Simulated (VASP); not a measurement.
# Al4Cu in VASP: notebook

Al4Cu is run at these levels: PBE; tasks: single point.

All numbers are computed with VASP 6.6.1; they aren't measurements. Logs are shortened: lines on timing, memory, paths and dates and some standing lists are left out, and cuts for length are marked.

## Step 1: The cell of the first run

Symmetry: I4/mmm, No. 139, tetragonal system. Conventional cell: a = 2.833 Å, b = 2.833 Å, c = 19.113 Å, α = 90.00°, β = 90.00°, γ = 90.00°. Within 3.5 Å of Al (site symmetry 4mm) lie 4 Cu at 2.62 Å and 9 Al at 2.83 to 3.37 Å. Al (site symmetry 4mm) has 12 Al at 2.83 to 2.88 Å and 1 Cu at 3.75 Å within 3.8 Å. Cu (site symmetry 4/mmm) has 8 Al at 2.62 Å and 4 Cu at 2.83 Å within 3.5 Å.

## Step 2: Single point, PBE

Input file INCAR:

```
SYSTEM = Al4Cu
PREC = Accurate
ENCUT = 520
EDIFF = 1E-7
ISMEAR = 0
SIGMA = 0.1
LREAL = .FALSE.
LASPH = .TRUE.
NELM = 80
ALGO = Normal
ISIF = 2
LWAVE = .FALSE.
LCHARG = .FALSE.
GGA = PE
NBANDS = 20
```

Input file KPOINTS:

```
Automatic mesh
0
G
  8 8 8
  0 0 0
```

Input file POSCAR:

```
Al4Cu
1.0
   -1.4165762000      1.4165762000      9.5563294000
    1.4165762000     -1.4165762000      9.5563294000
    1.4165762000      1.4165762000     -9.5563294000
Al Cu
4 1
Direct
    0.5880350000      0.5880350000      0.0000000000
    0.1960750000      0.1960750000      0.0000000000
    0.8039250000      0.8039250000      0.0000000000
    0.4119650000      0.4119650000      0.0000000000
    0.0000000000      0.0000000000      0.0000000000
```

Potentials or basis: VASP PAW PBE potentials, release 64 (Al, Cu).

Run with:

```console
cat potpaw_PBE.64/Al/POTCAR potpaw_PBE.64/Cu/POTCAR > POTCAR
mpirun -np 1 vasp_std > vasp.out
```

OUTCAR:

```text
SYSTEM = Al4Cu
   PREC = Accurate
   ENCUT = 520
   EDIFF = 1E-7
   ISMEAR = 0
   LREAL = .FALSE.
   LASPH = .TRUE.
   NELM = 80
   ISIF = 2
   GGA = PE

 ion  position               nearest neighbor table
   1  0.588  0.588  0.000-   5 2.62   5 2.62   5 2.62   5 2.62   2 2.88   2 2.88   2 2.88   2 2.88

   2  0.196  0.196  0.000-   3 2.87   3 2.87   3 2.87   3 2.87   1 2.88   1 2.88   1 2.88   1 2.88

   3  0.804  0.804  0.000-   2 2.87   2 2.87   2 2.87   2 2.87   4 2.88   4 2.88   4 2.88   4 2.88

   4  0.412  0.412  0.000-   5 2.62   5 2.62   5 2.62   5 2.62   3 2.88   3 2.88   3 2.88   3 2.88

   5  0.000  0.000  0.000-   1 2.62   4 2.62   1 2.62   4 2.62   4 2.62   1 2.62   1 2.62   4 2.62

  LATTYP: Found a body centered tetragonal cell.
 ALAT       =     2.8331524000
 C/A-ratio  =     6.7460750788

  Lattice vectors:

 A1 = (  -1.4165762000,   1.4165762000,   9.5563294000)
 A2 = (   1.4165762000,  -1.4165762000,   9.5563294000)
 A3 = (   1.4165762000,   1.4165762000,  -9.5563294000)

Analysis of symmetry for initial positions (statically):
=====================================================================
 Subroutine PRICEL returns:
 Original cell was already a primitive cell.

 Routine SETGRP: Setting up the symmetry group for a
 body centered tetragonal supercell.

 Subroutine GETGRP returns: Found 16 space group operations
 (whereof 16 operations were pure point group operations)
 out of a pool of 16 trial point group operations.

The static configuration has the point symmetry D_4h.

Analysis of symmetry for dynamics (positions and initial velocities):
=====================================================================
 Subroutine PRICEL returns:
 Original cell was already a primitive cell.

 Routine SETGRP: Setting up the symmetry group for a
 body centered tetragonal supercell.

 Subroutine GETGRP returns: Found 16 space group operations
 (whereof 16 operations were pure point group operations)
 out of a pool of 16 trial point group operations.

The dynamic configuration has the point symmetry D_4h.

 Subroutine INISYM returns: Found 16 space group operations
 (whereof 16 operations are pure point group operations),
 and found     1 'primitive' translations

----------------------------------------------------------------------------------------

                                     Primitive cell

  volume of cell :      76.7063

  direct lattice vectors                    reciprocal lattice vectors
    -1.416576200  1.416576200  9.556329400     0.000000000  0.352963716  0.052321344
     1.416576200 -1.416576200  9.556329400     0.352963716  0.000000000  0.052321344
     1.416576200  1.416576200 -9.556329400     0.352963716  0.352963716  0.000000000

  length of vectors
     9.764056937  9.764056937  9.764056937     0.356820554  0.356820554  0.499166075

  position of ions in fractional coordinates (direct lattice)
     0.588035000  0.588035000  0.000000000
     0.196075000  0.196075000  0.000000000
     0.803925000  0.803925000  0.000000000
     0.411965000  0.411965000  0.000000000
     0.000000000  0.000000000  0.000000000

  ion indices of the primitive-cell ions
   primitive index   ion index
                 1           1
                 2           2
                 3           3
                 4           4
                 5           5

----------------------------------------------------------------------------------------

 KPOINTS: Automatic mesh

Automatic generation of k-mesh.
 Grid dimensions read from file:
 generate k-points for:    8    8    8

 Generating k-lattice:

  Cartesian coordinates                     Fractional coordinates (reciprocal lattice)
     0.000000000  0.044120465  0.006540168     0.125000000 -0.000000000  0.000000000
     0.044120465  0.000000000  0.006540168    -0.000000000  0.125000000  0.000000000
     0.044120465  0.044120465  0.000000000     0.000000000  0.000000000  0.125000000

  Length of vectors
     0.044602569  0.044602569  0.062395759

  Shift w.r.t. Gamma in fractional coordinates (k-lattice)
     0.000000000  0.000000000  0.000000000

 Subroutine IBZKPT returns following result:
 ===========================================

 Found     59 irreducible k-points:

 Following reciprocal coordinates:
            Coordinates               Weight
  0.000000  0.000000  0.000000      1.000000
  0.125000  0.000000 -0.000000      8.000000
  0.250000  0.000000 -0.000000      8.000000
  0.375000  0.000000  0.000000      8.000000
  0.500000  0.000000 -0.000000      4.000000
  0.125000  0.125000 -0.000000      8.000000
[... 16 lines left out ...]
  0.250000  0.125000  0.125000     16.000000
  0.375000  0.125000  0.125000      8.000000
 [... further k-points ...]
   k-points           NKPTS =     59   k-points in BZ     NKDIM =     59   number of bands    NBANDS=     20
   number of dos      NEDOS =    301   number of ions     NIONS =      5
   total plane-waves  NPLWV = 512000
   dimension x,y,z NGX =    80 NGY =   80 NGZ =   80
   dimension x,y,z NGXF=   160 NGYF=  160 NGZF=  160
   ions per type =               4   1
   NGX,Y,Z   is equivalent  to a cutoff of  13.62, 13.62, 13.62 a.u.
   NGXF,Y,Z  is equivalent  to a cutoff of  27.24, 27.24, 27.24 a.u.
 SYSTEM =  Al4Cu
   PREC   = accura    normal or accurate (medium, high low for compatibility)
   ISTART =      0    job   : 0-new  1-cont  2-samecut
   ICHARG =      2    charge: 1-file 2-atom 10-const
   ISPIN  =      1    spin polarized calculation?
   LNONCOLLINEAR =      F non collinear calculations
   LSORBIT =      F    spin-orbit coupling
   LASPH  =      T    aspherical Exc in radial PAW
   ENCUT  =  520.0 eV  38.22 Ry    6.18 a.u.  18.15 18.15 18.15*2*pi/ulx,y,z
   NELM   =     80;   NELMIN=  2; NELMDL= -5     # of ELM steps
   EDIFF  = 0.1E-06   stopping-criterion for ELM
   LREAL  =      F    real-space projection
   EDIFFG = 0.1E-05   stopping-criterion for IOM
   NSW    =      0    number of steps for IOM
   IBRION =     -1    ionic relax: 0-MD 1-quasi-New 2-CG
   NFREE  =      0    steps in history (QN), initial steepest desc. (CG)
   ISIF   =      2    stress and relaxation
   ISYM   =      2    0-nonsym 1-usesym 2-fastsym
   POTIM  = 0.5000    time-step for ionic-motion
   TEBEG  =    0.0;   TEEND  =   0.0 temperature during run
   PSTRESS=    0.0 pullay stress
   NELECT =      23.0000    total number of electrons
   NUPDOWN=      -1.0000    fix difference up-down
   EMIN   =  10.00;   EMAX   =-10.00  energy-range for DOS
   EFERMI =   0.00;   METHOD = LEGACY
   ISMEAR =     0;   SIGMA  =   0.10  broadening in eV -4-tet -1-fermi 0-gaus
   EFERMI_NEDOS =   21; number of points for ismear=-14 and -15
   IALGO  =     38    algorithm
   IMIX   =      4    mixing-type and parameters
     AMIX     =   0.40;   BMIX     =  1.00
     AMIX_MAG =   1.60;   BMIX_MAG =  1.00
  volume/ion in A,a.u.               =      15.34       103.53
  Fermi-wavevector in a.u.,A,eV,Ry     =   1.095739  2.070646 16.335752  1.200644
  Thomas-Fermi vector in A             =   2.232068
   LORBIT       =      0    0 simple, 1 ext, 2 COOP (PROOUT), +10 PAW based schemes
   GGA     = PE    functional components
   LHFCALC =     F    Hartree Fock is set to
   AEXX    =    0.0000 exact exchange contribution
   IVDW    =     0    specifies the selected vdW correction
   LEPSILON=     F    determine dielectric tensor
   LRPA    =     F    only Hartree local field effects (RPA)
 non-spin polarized calculation
 Gauss-broadening in eV      SIGMA  =   0.10
  energy-cutoff  :      520.00
  volume of cell :       76.71
 maximum number of plane-waves:      2095
 NGX is ok and might be reduce to    80

 number of electron      22.9999995 magnetization

 Free energy of the ion-electron system (eV)
  ---------------------------------------------------
  ext. energy  EPLUGINS =         0.00000000
  ---------------------------------------------------
  free energy    TOTEN  =       -19.03629478 eV

  energy without entropy =      -19.02617174  energy(sigma->0) =      -19.03123326

 E-fermi :   8.2098     XC(G=0): -10.6385

 val. band max:        8.2046459726   @ k =   0.5000   0.2500   0.1250
 cond. band min:       8.2107162126   @ k =   0.2500   0.2500   0.2500
 fundamental gap:      0.0060702400
 Fermi energy:         8.2098094541

 k-point     1 :       0.0000    0.0000    0.0000
  band No.  band energies     occupation
      1      -2.8938      2.00000
      2      -1.4077      2.00000
      3      -1.1279      2.00000
      4       2.8574      2.00000
      5       3.5162      2.00000
      6       3.7599      2.00000
[... 12 lines left out ...]
     19      16.8376      0.00000
     20      17.5540      0.00000

 k-point     2 :       0.1250    0.0000   -0.0000
  band No.  band energies     occupation
      1      -2.5974      2.00000
      2      -1.2268      2.00000
      3      -0.7313      2.00000
      4       2.9627      2.00000
      5       3.6609      2.00000
      6       3.8094      2.00000
[... 12 lines left out ...]
     19      16.0705      0.00000
     20      16.8587      0.00000

 k-point     3 :       0.2500    0.0000   -0.0000
  band No.  band energies     occupation
      1      -1.7150      2.00000
      2      -0.5487      2.00000
      3       0.3005      2.00000
      4       3.2793      2.00000
      5       3.8101      2.00000
      6       3.9207      2.00000
[... 12 lines left out ...]
     19      15.9137      0.00000
     20      17.0738      0.00000

 k-point     4 :       0.3750    0.0000    0.0000
  band No.  band energies     occupation
      1      -0.2702      2.00000
      2       0.6614      2.00000
      3       1.8157      2.00000
      4       3.4503      2.00000
      5       3.5797      2.00000
      6       3.9740      2.00000
[... 12 lines left out ...]
     19      16.6753      0.00000
     20      17.3233      0.00000

 k-point     5 :       0.5000    0.0000   -0.0000
  band No.  band energies     occupation
      1       1.6067      2.00000
      2       1.7334      2.00000
      3       2.1131      2.00000
      4       2.5052      2.00000
      5       3.1645      2.00000
      6       3.9491      2.00000
[... 12 lines left out ...]
     19      18.2152      0.00000
     20      18.4023      0.00000

 k-point     6 :       0.1250    0.1250   -0.0000
  band No.  band energies     occupation
      1      -2.2895      2.00000
      2      -1.1051      2.00000
      3      -0.2557      2.00000
      4       2.9440      2.00000
      5       3.8408      2.00000
      6       3.8660      2.00000
[... 12 lines left out ...]
     19      14.8775      0.00000
     20      15.9695      0.00000

 k-point     7 :       0.2500    0.1250   -0.0000
  band No.  band energies     occupation
      1      -1.3987      2.00000
      2      -0.4259      2.00000
      3       0.7813      2.00000
      4       3.2491      2.00000
      5       3.9609      2.00000
      6       3.9962      2.00000
[... 12 lines left out ...]
     19      14.9564      0.00000
     20      15.6766      0.00000
[... 277 lines left out ...]
 k-point    20 :      -0.3750    0.3750    0.0000
  band No.  band energies     occupation
      1       2.0342      2.00000
      2       2.9172      2.00000
      3       3.1645      2.00000
      4       3.7434      2.00000
      5       4.1810      2.00000
      6       4.6612      2.00000
[... 12 lines left out ...]
     19      11.9180      0.00000
     20      12.6574      0.00000

 k-point    21 :       0.5000    0.5000   -0.0000
  band No.  band energies     occupation
      1       2.8867      2.00000
      2       3.5812      2.00000
      3       3.5897      2.00000
      4       4.3481      2.00000
      5       5.2751      2.00000
      6       5.4988      2.00000
[... 12 lines left out ...]
     19      11.5231      0.00000
     20      11.8542      0.00000

 k-point    22 :       0.1250    0.1250    0.1250
  band No.  band energies     occupation
      1      -0.5820      2.00000
      2       0.5393      2.00000
      3       1.3767      2.00000
      4       3.7403      2.00000
      5       4.0568      2.00000
      6       4.1084      2.00000
[... 12 lines left out ...]
     19      13.5698      0.00000
     20      15.0442      0.00000

 k-point    23 :       0.2500    0.1250    0.1250
  band No.  band energies     occupation
      1       0.8243      2.00000
      2       1.6890      2.00000
      3       2.7076      2.00000
      4       3.6996      2.00000
      5       3.8813      2.00000
      6       4.2360      2.00000
[... 12 lines left out ...]
     19      13.6886      0.00000
     20      14.2784      0.00000

 k-point    24 :       0.3750    0.1250    0.1250
  band No.  band energies     occupation
      1       2.5157      2.00000
      2       2.6588      2.00000
      3       2.9329      2.00000
      4       3.2321      2.00000
      5       3.9349      2.00000
      6       3.9572      2.00000
[... 12 lines left out ...]
     19      12.8958      0.00000
     20      14.0270      0.00000

 [... further k-points ...]
[... 5 lines left out ...]
  --------------------------------------------------------------------------------------
  -------------------------------------------------------------------------------------
  Total        0.5336684      0.5336684     -0.4467193      0.0000000     -0.0000000      0.0000000
  in kB       11.1468217     11.1468217     -9.3307020      0.0000000     -0.0000000      0.0000000
  external PRESSURE =       4.3209805 kB  Pullay stress =       0.0000000 kB

 VOLUME and BASIS-vectors are now :
 -----------------------------------------------------------------------------
  energy-cutoff  :      520.00
  volume of cell :       76.71
      direct lattice vectors                 reciprocal lattice vectors
    -1.416576200  1.416576200  9.556329400     0.000000000  0.352963716  0.052321344
     1.416576200 -1.416576200  9.556329400     0.352963716  0.000000000  0.052321344
     1.416576200  1.416576200 -9.556329400     0.352963716  0.352963716  0.000000000

 POSITION                                       TOTAL-FORCE (eV/Angst)
 -----------------------------------------------------------------------------------
      0.00000      0.00000     11.23891        -0.000000     -0.000000      0.082472
      0.00000      0.00000      3.74751        -0.000000     -0.000000      0.240874
      0.00000      0.00000     15.36514         0.000000      0.000000     -0.240874
      0.00000      0.00000      7.87375        -0.000000     -0.000000     -0.082472
      0.00000      0.00000      0.00000        -0.000000     -0.000000      0.000000
 -----------------------------------------------------------------------------------
    total drift:                               -0.000000      0.000000      0.000000

  FREE ENERGIE OF THE ION-ELECTRON SYSTEM (eV)
  ---------------------------------------------------
  free  energy   TOTEN  =       -19.0362947795 eV

  energy  without entropy=      -19.0261717439  energy(sigma->0) =      -19.03123326
```

Run time: 14 min. Hardware: 1 thread of Intel Xeon 6975P-C (Granite Rapids), shared host; peak memory 0.92 GiB.

What came out:

- Free energy: -19.0363 eV
- Pressure: 0.4 GPa
- Largest force: 0.241 eV/Å
- Band gap on the k mesh: zero (an odd number of electrons rules out a gap without spin polarisation)

Forces on the atoms (eV/Å):
```
Al   0.000  0.000  0.082
Al   0.000  0.000  0.241
Al   0.000  0.000 -0.241
Al   0.000  0.000 -0.082
Cu   0.000  0.000  0.000
```

## Step 3: Single point, PBE

This run uses another cell than the first one: it holds 10 atoms, not 5.

Input file INCAR:

```
SYSTEM = Al4Cu
ALGO = Fast
EDIFF = 1E-7
ENCUT = 520
GGA = PE
ISIF = 2
ISMEAR = 0
LASPH = .TRUE.
LCHARG = .FALSE.
LREAL = .FALSE.
LWAVE = .FALSE.
NBANDS = 34
NELM = 80
PREC = Accurate
SIGMA = 0.2
```

Input file KPOINTS:

```
k-points
0
G
  6 6 6
  0 0 0
```

Input file POSCAR:

```
Al4Cu
1.0
   -2.8331524000      2.8331524000      0.0000000000
    2.8331524000      2.8331524000      0.0000000000
    1.4165762000     -1.4165762000     -9.5563294000
Al Cu
8 2
Direct
    0.4119650000      1.0000000000      0.8239300000
    0.9119650000      0.5000000000      0.8239300000
    0.8039250000      1.0000000000      0.6078500000
    0.3039250000      0.5000000000      0.6078500000
    0.1960750000      0.0000000000      0.3921500000
    0.6960750000      0.5000000000      0.3921500000
    0.5880350000      0.0000000000      0.1760700000
    0.0880350000      0.5000000000      0.1760700000
    0.0000000000      0.0000000000      0.0000000000
    0.5000000000      0.5000000000      0.0000000000
```

Potentials or basis: VASP PAW PBE potentials, release 64 (Al, Cu).

Run with:

```console
cat potpaw_PBE.64/Al/POTCAR potpaw_PBE.64/Cu/POTCAR > POTCAR
mpirun -np 1 vasp_std > vasp.out
```

It took 4 min on 1 thread of Intel Xeon 6975P-C (Granite Rapids), shared host; peak memory 0.37 GiB.

It converged, with:

* Free energy: -38.1833 eV
* Pressure: -0.1 GPa
* Largest force: 0.148 eV/Å
* Band gap on the k mesh: zero (bands 23 and 24 overlap by 3.46 eV)

Forces on the atoms (eV/Å):
```
Al   0.000  0.000  0.067
Al   0.000  0.000  0.067
Al   0.000  0.000  0.148
Al   0.000  0.000  0.148
Al   0.000  0.000 -0.148
Al   0.000  0.000 -0.148
Al   0.000  0.000 -0.067
Al   0.000  0.000 -0.067
Cu   0.000  0.000  0.000
Cu   0.000  0.000  0.000
```

Stress tensor (GPa, compression positive):
```
 0.16 -0.04  0.00
-0.04  0.16  0.00
 0.00  0.00 -0.60
```

Levels at points of the mesh, in eV from the Fermi level:
```csv
k point,band 19,band 20,band 21,band 22,band 23,band 24,band 25,band 26
"(0.00, 0.00, 0.00)",-0.96,-0.94,-0.89,-0.79,0.08,0.08,1.02,1.28
"(0.50, 0.00, 0.00)",-0.46,-0.46,-0.26,-0.26,0.68,0.68,1.32,1.32
"(0.00, 0.50, 0.00)",-1.71,-1.71,-0.12,-0.12,0.37,0.37,1.40,1.40
"(0.50, 0.50, 0.00)",-3.32,-3.32,-2.29,-2.29,-1.77,-1.77,-0.64,-0.64
"(0.00, 0.00, 0.50)",-0.96,-0.94,-0.89,-0.79,0.08,0.08,0.27,1.02
"(0.00, 0.50, 0.50)",-0.34,-0.34,0.71,0.71,1.11,1.11,1.12,1.12
```

[end of part 1 of 2]

The gap in the log of VASP goes by the Fermi energy; the results here count the filled bands.